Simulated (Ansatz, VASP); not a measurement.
One calculation of As2Se, two programs

```
As Se
1.0
    -3.53999    3.53999    2.63950
     3.53999   -3.53999    2.63950
     3.53999    3.53999   -2.63950
As Se
4 2
Cartesian
  0.0000 5.3100 0.6599
  0.0000 1.7700 0.6599
  1.7700 3.5400 1.9796
  -1.7700 3.5400 1.9796
  0.0000 0.0000 2.6395
  3.5400 0.0000 1.3197
```

Alike in both runs: functional PBE; k mesh 8 × 8 × 8; occupations gaussian, width 0.1 eV; no spin polarisation.

Ansatz relaxed the structure, and its values are those at the end. VASP's run is a single point on that final structure, the one shown.

```csv
,VASP,Ansatz
version,VASP 6.6.1,Ansatz 0.2.0
potentials or method,"VASP PAW PBE potentials, release 64 (As, Se), cutoff 520 eV","scalar-relativistic, plane waves, PAW"
valence electrons in the cell,32,92
```

```csv
,VASP,Ansatz,Ansatz less VASP
gap on the k mesh at the Fermi level (eV),none,none,-
pressure (GPa),0.1,0.0,-0.09
```

A gap of «none» marks a metal or a gap that the smearing closes. VASP's potentials hold 32 valence electrons a cell and Ansatz's 92, so a difference there can come from the potentials and not from the codes.
